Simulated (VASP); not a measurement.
Here is a VASP 6.6.1 calculation.

Contents of INCAR:

```
PREC = Accurate
ENCUT = 600
EDIFF = 1E-6
ISMEAR = 0
SIGMA = 0.02
LREAL = F
LASPH = T
NELM = 60
ALGO = Normal
ISIF = 3
LWAVE = F
LCHARG = F
GGA = PS
IBRION = 2
NSW = 100
EDIFFG = -0.005
```

File KPOINTS:

```
regular mesh
0
Gamma
  12 12 2
```

Contents of POSCAR:

```
Te2Mo
1.0
    3.4941840767      0.0000000000      0.0000000000
   -1.7470920384      3.0260521759      0.0000000000
    0.0000000000      0.0000000000     14.0056277561
Te Mo
4 2
Direct
    0.3333333333      0.6666666667      0.6211204791
    0.6666666667      0.3333333333      0.1211204791
    0.6666666667      0.3333333333      0.3788795209
    0.3333333333      0.6666666667      0.8788795209
    0.3333333333      0.6666666667      0.2500000000
    0.6666666667      0.3333333333      0.7500000000
```

Potentials or basis: VASP PAW PBE potentials, release 64 (Te, Mo_sv).

Command:

```bash
$ cat potpaw_PBE.64/Te/POTCAR potpaw_PBE.64/Mo_sv/POTCAR > POTCAR
$ mpirun -np 1 vasp_std > vasp.out
```

**Question.** Estimate the relaxed cell.

**Answer.** a = 3.494 Å, b = 3.494 Å, c = 14.014 Å, α = 90.00°, β = 90.00°, γ = 120.00°.

**Question.** Estimate the relaxed volume.

**Answer.** 24.70 Å³/atom.

**Question.** What does it give for the space group after relaxing (to 0.1 Å)?

**Answer.** P6_3/mmc (No. 194).

Step by step:
| step | energy change (eV) | largest force (eV/Å) | pressure (GPa) | volume (Å³) |
| --- | --- | --- | --- | --- |
| 1 | 0.0000 | 0.0319 | 0.11 | 148.09 |
| 2 | 0.0002 | 0.0357 | -0.25 | 148.46 |
| 3 | -0.0001 | 0.0066 | -0.03 | 148.23 |
| 4 | -0.0001 | 0.0049 | -0.02 | 148.17 |

Caveat: the PAW data sets were made with another functional, which shifts forces and pressure a little; this functional lacks dispersion, which binds layers or chains, so the pressure and a relaxed spacing across them are unreliable.
